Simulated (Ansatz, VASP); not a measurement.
W in VASP and in Ansatz

```xyz
1
Lattice="-1.5110 1.5110 1.5110 1.5110 -1.5110 1.5110 1.5110 1.5110 -1.5110" Properties=species:S:1:pos:R:3 pbc="T T T"
W     0.0000    0.0000    0.0000
```

Change from the starting cell: volume scaled by 0.88, LAPW.

Alike in both runs: task single point; functional PBEsol; k mesh 19 × 19 × 19; occupations fermi-dirac, width 0.05 eV; no spin polarisation.

|  | VASP | Ansatz |
| --- | --- | --- |
| version | VASP 6.6.1 | Ansatz 0.2.0 |
| potentials or method | VASP PAW PBE potentials, release 64 (W_sv), cutoff 520 eV | all-electron LAPW, scalar-relativistic |

VASP gave:

```
pressure (GPa) : 55.4
```

**Question.** What did Ansatz give for the same quantities?

**Answer.** Pressure (GPa): 53.5.

VASP's potentials were made for PBE, not for PBEsol. Both programs put the cell under a high pressure, so it lies far from rest at this level. Ansatz ran all-electron here, and VASP with PAW potentials.

Spin-orbit coupling is off throughout.
